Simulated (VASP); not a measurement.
The system is Rb3ScBe6.

```xyz
10
Lattice="0.0000 4.6886 4.6886 4.6886 0.0000 4.6886 4.6886 4.6886 0.0000" Properties=species:S:1:pos:R:3 pbc="T T T"
Rb    2.3443    2.3443    2.3443
Rb    7.0328    7.0328    7.0328
Rb    4.6886    4.6886    4.6886
Be    7.2213    4.6886    4.6886
Be    4.6886    7.2213    4.6886
Be    2.1558    4.6886    4.6886
Be    4.6886    2.1558    4.6886
Be    4.6886    4.6886    7.2213
Be    4.6886    4.6886    2.1558
Sc    0.0000    0.0000    0.0000
```

Base run:

| Quantity | Value |
| --- | --- |
| Program | VASP 6.6.1 |
| Functional | PBE |
| Potentials or basis | VASP PAW PBE potentials, release 64 (Rb_sv, Be, Sc_sv) |
| Cutoff | 520 eV |
| k mesh | 4 × 4 × 4 |
| Occupations | methfessel-paxton, width 0.0598 eV |
| Spin | no spin polarisation |

Its results: band gap on the k mesh zero (bands 25 and 26 overlap by 0.69 eV); pressure 14.6 GPa; largest force 0.477 eV/Å.

The run is repeated on the same cell with these changes: functional from PBE to PBEsol. What comes out?

Band gap on the k mesh zero (bands 25 and 26 overlap by 0.73 eV); pressure 13.0 GPa; largest force 0.450 eV/Å.

PBEsol binds more tightly than PBE, so the same cell stands under less pressure.

Caveats: the cell stands under pressure; the PAW data sets were made with another functional, which shifts forces and pressure a little (at least some runs).
